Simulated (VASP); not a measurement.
# NiSb (P6_3/mmc) in VASP: single point with r2SCAN

Aim: the single point of NiSb with r2SCAN.

All numbers are computed with VASP 6.6.1; they aren't measurements. Logs are shortened: lines on timing, memory, paths and dates and some standing lists are left out, and cuts for length are marked.

## (1) The cell of the first run

It takes space group P6_3/mmc (No. 194, hexagonal). The conventional cell has a = 3.930 Å, b = 3.930 Å, c = 5.116 Å, α = 90.00°, β = 90.00°, γ = 120.00°. Ni (site symmetry -3m) has 2 Ni at 2.56 Å and 6 Sb at 2.60 Å within 3.4 Å. Sb (site symmetry -6m2) has 6 Ni at 2.60 Å and 6 Sb at 3.42 Å within 3.5 Å.

## (2) Single point, r2SCAN

POSCAR

```
NiSb
1.0
    3.9296697660      0.0000000000      0.0000000000
   -1.9648348830      3.4031938458      0.0000000000
    0.0000000000      0.0000000000      5.1161871700
Ni Sb
2 2
Direct
    0.0000000000      0.0000000000      0.0000000000
    0.0000000000      0.0000000000      0.5000000000
    0.3333333333      0.6666666667      0.2500000000
    0.6666666667      0.3333333333      0.7500000000
```

INCAR.step1

```
SYSTEM = NiSb
ALGO = Normal
EDIFF = 1E-4
ENCUT = 520
GGA = PE
ISMEAR = -5
LASPH = .True.
LCHARG = .False.
LMAXMIX = 4
LREAL = .False.
LWAVE = .True.
NBANDS = 23
NELM = 100
PREC = Accurate
SIGMA = 0.08
```

INCAR.step2

```
SYSTEM = NiSb
ALGO = Normal
EDIFF = 1E-6
ENCUT = 520
ISIF = 2
ISMEAR = -1
ISTART = 1
LASPH = .True.
LCHARG = .False.
LMAXMIX = 4
LMIXTAU = .True.
LORBIT = 11
LREAL = .False.
LWAVE = .False.
METAGGA = R2SCAN
NBANDS = 23
NELM = 100
PREC = Accurate
SIGMA = 0.08
```

KPOINTS

```
k-points
0
Gamma
  10 10 7
  0 0 0
```

Potentials or basis: VASP PAW PBE potentials, release 64 (Ni, Sb).

The run is started by

```console
cat potpaw_PBE.64/Ni/POTCAR potpaw_PBE.64/Sb/POTCAR > POTCAR
cp INCAR.step1 INCAR
mpirun -np 1 vasp_std > vasp.out
cp INCAR.step2 INCAR
mpirun -np 1 vasp_std > vasp.out
```

OUTCAR:

```text
SYSTEM = NiSb
   EDIFF = 1E-6
   ENCUT = 520
   ISIF = 2
   ISMEAR = -1
   ISTART = 1
   LASPH = .True.
   LORBIT = 11
   LREAL = .False.
   METAGGA = R2SCAN
   NELM = 100
   PREC = Accurate

 ion  position               nearest neighbor table
   1  0.000  0.000  0.000-   2 2.56   2 2.56   4 2.60   3 2.60   3 2.60   4 2.60   4 2.60   3 2.60

   2  0.000  0.000  0.500-   1 2.56   1 2.56   4 2.60   3 2.60   3 2.60   4 2.60   4 2.60   3 2.60

   3  0.333  0.667  0.250-   1 2.60   2 2.60   1 2.60   2 2.60   1 2.60   2 2.60   4 3.42   4 3.42
                             4 3.42   4 3.42   4 3.42   4 3.42
   4  0.667  0.333  0.750-   1 2.60   2 2.60   1 2.60   2 2.60   1 2.60   2 2.60   3 3.42   3 3.42
                             3 3.42   3 3.42   3 3.42   3 3.42

  LATTYP: Found a hexagonal cell.
 ALAT       =     3.9296697660
 C/A-ratio  =     1.3019381970

  Lattice vectors:

 A1 = (   3.9296697660,   0.0000000000,   0.0000000000)
 A2 = (  -1.9648348830,   3.4031938458,   0.0000000000)
 A3 = (   0.0000000000,   0.0000000000,   5.1161871700)

Analysis of symmetry for initial positions (statically):
=====================================================================
 Subroutine PRICEL returns:
 Original cell was already a primitive cell.

 Routine SETGRP: Setting up the symmetry group for a
 hexagonal supercell.

 Subroutine GETGRP returns: Found 24 space group operations
 (whereof 12 operations were pure point group operations)
 out of a pool of 24 trial point group operations.

The static configuration has the point symmetry D_3d.
 The point group associated with its full space group is D_6h.

Analysis of symmetry for dynamics (positions and initial velocities):
=====================================================================
 Subroutine PRICEL returns:
 Original cell was already a primitive cell.

 Routine SETGRP: Setting up the symmetry group for a
 hexagonal supercell.

 Subroutine GETGRP returns: Found 24 space group operations
 (whereof 12 operations were pure point group operations)
 out of a pool of 24 trial point group operations.

The dynamic configuration has the point symmetry D_3d.
 The point group associated with its full space group is D_6h.

 Subroutine INISYM returns: Found 24 space group operations
 (whereof 12 operations are pure point group operations),
 and found     1 'primitive' translations

----------------------------------------------------------------------------------------

                                     Primitive cell

[... 104 lines left out ...]
   PSTRESS=    0.0 pullay stress
   NELECT =      30.0000    total number of electrons
   NUPDOWN=      -1.0000    fix difference up-down
   EMIN   =  10.00;   EMAX   =-10.00  energy-range for DOS
   EFERMI =   0.00;   METHOD = LEGACY
   ISMEAR =    -1;   SIGMA  =   0.08  broadening in eV -4-tet -1-fermi 0-gaus
   EFERMI_NEDOS =   21; number of points for ismear=-14 and -15
   IALGO  =     38    algorithm
   IMIX   =      4    mixing-type and parameters
     AMIX     =   0.40;   BMIX     =  1.00
     AMIX_MAG =   1.60;   BMIX_MAG =  1.00
  volume/ion in A,a.u.               =      17.11       115.43
  Fermi-wavevector in a.u.,A,eV,Ry     =   1.243709  2.350270 21.045664  1.546813
  Thomas-Fermi vector in A             =   2.378008
   LORBIT       =     11    0 simple, 1 ext, 2 COOP (PROOUT), +10 PAW based schemes
   METAGGA = R2SCAN    functional components
   LHFCALC =     F    Hartree Fock is set to
   AEXX    =    0.0000 exact exchange contribution
   IVDW    =     0    specifies the selected vdW correction
   LEPSILON=     F    determine dielectric tensor
   LRPA    =     F    only Hartree local field effects (RPA)
 non-spin polarized calculation
  energy-cutoff  :      520.00
  volume of cell :       68.42
 maximum number of plane-waves:      1861
 NGX is ok and might be reduce to    30
   NGX = 15   NGY = 15   NGZ = 19

 number of electron      30.0000035 magnetization

 Free energy of the ion-electron system (eV)
  ---------------------------------------------------
  ext. energy  EPLUGINS =         0.00000000
  ---------------------------------------------------
  free energy    TOTEN  =       -76.37821218 eV

  energy without entropy =      -76.33708586  energy(sigma->0) =      -76.35764902

 E-fermi :   9.9715     XC(G=0): -12.2694

 val. band max:        9.9648090170   @ k =   0.2000   0.2000   0.2857
 cond. band min:       9.9956102115   @ k =   0.4000   0.1000   0.0000
 fundamental gap:      0.0308011945
 Fermi energy:         9.9714561356

 k-point     1 :       0.0000    0.0000    0.0000
  band No.  band energies     occupation
      1      -3.6032      2.00000
      2       1.2742      2.00000
      3       3.3662      2.00000
      4       5.8399      2.00000
      5       5.8400      2.00000
      6       6.6607      2.00000
[... 613 lines left out ...]
     22      18.9350      0.00000
     23      20.1175      0.00000

 [... further k-points ...]

------------------------ aborting loop because EDIFF is reached ----------------------------------------

  FORCE on cell =-STRESS in cart. coord.  units (eV):
  Direction    XX          YY          ZZ          XY          YZ          ZX
  --------------------------------------------------------------------------------------
  -------------------------------------------------------------------------------------
  Total        0.0928953      0.0928953      0.1366656      0.0000000      0.0000000      0.0000000
  in kB        2.1752791      2.1752791      3.2002265      0.0000000      0.0000000      0.0000000
  external PRESSURE =       2.5169282 kB  Pullay stress =       0.0000000 kB

 VOLUME and BASIS-vectors are now :
 -----------------------------------------------------------------------------
  energy-cutoff  :      520.00
  volume of cell :       68.42
      direct lattice vectors                 reciprocal lattice vectors
     3.929669766  0.000000000  0.000000000     0.254474309  0.146920811  0.000000000
    -1.964834883  3.403193846  0.000000000     0.000000000  0.293841622  0.000000000
     0.000000000  0.000000000  5.116187170     0.000000000  0.000000000  0.195458056

 POSITION                                       TOTAL-FORCE (eV/Angst)
 -----------------------------------------------------------------------------------
      0.00000      0.00000      0.00000        -0.000000      0.000000      0.000000
      0.00000      0.00000      2.55809        -0.000000      0.000000      0.000000
     -0.00000      2.26880      1.27905         0.000000     -0.000000      0.000000
      1.96483      1.13440      3.83714        -0.000000     -0.000000     -0.000000
 -----------------------------------------------------------------------------------
    total drift:                                0.000000     -0.000000     -0.000000

  FREE ENERGIE OF THE ION-ELECTRON SYSTEM (eV)
  ---------------------------------------------------
  free  energy   TOTEN  =       -76.3782121751 eV

  energy  without entropy=      -76.3370858606  energy(sigma->0) =      -76.35764902

 total charge

# of ion       s       p       d       tot
------------------------------------------
    1        0.459   0.510   8.476   9.444
    2        0.459   0.510   8.476   9.444
    3        1.109   1.238   0.078   2.424
    4        1.109   1.238   0.078   2.424
--------------------------------------------------
tot          3.134   3.494  17.108  23.737
```

OUTCAR.step1:

```text
SYSTEM = NiSb
   EDIFF = 1E-4
   ENCUT = 520
   GGA = PE
   ISMEAR = -5
   LASPH = .True.
   LREAL = .False.
   NELM = 100
[... 860 lines left out ...]
      0.00000      0.00000      2.55809         0.000000      0.000000      0.000000
     -0.00000      2.26880      1.27905        -0.000000      0.000000      0.000000
      1.96483      1.13440      3.83714         0.000000      0.000000     -0.000000
 -----------------------------------------------------------------------------------
    total drift:                                0.000000     -0.000000     -0.000000

  FREE ENERGIE OF THE ION-ELECTRON SYSTEM (eV)
  ---------------------------------------------------
  free  energy   TOTEN  =       -20.2852053236 eV

  energy  without entropy=      -20.2852053236  energy(sigma->0) =      -20.28520532
```

It took 10 min on 1 thread of AMD EPYC 7R43 (Zen 3), shared host; peak memory 0.21 GiB.

Results:

| Quantity | Value |
| --- | --- |
| Free energy | -76.3782 eV |
| Pressure | 0.3 GPa |
| Band gap on the k mesh | zero (bands 15 and 16 overlap by 3.11 eV) |
| Valence electrons inside the program's atomic spheres | Ni 9.44; Sb 2.42 |

Stress tensor (GPa, compression positive):
```
0.22 0.00 0.00
0.00 0.22 0.00
0.00 0.00 0.32
```

Levels at points of the mesh, in eV from the Fermi level:
| k point | band 13 | band 14 | band 15 | band 16 | band 17 | band 18 |
| --- | --- | --- | --- | --- | --- | --- |
| (0.00, 0.00, 0.00) | -0.09 | 0.56 | 0.56 | 2.55 | 2.55 | 3.54 |
| (0.50, 0.00, 0.00) | -1.69 | -1.50 | -1.42 | -0.28 | 1.17 | 3.68 |

Caveat: the PAW data sets were made with another functional, which shifts forces and pressure a little; spin-orbit coupling is left out, which moves the levels of the heavy elements. Spin polarisation is off, so any magnetic state and its effect on volume and gap are missing.

The gap in the log of VASP goes by the Fermi energy; the results here count the filled bands.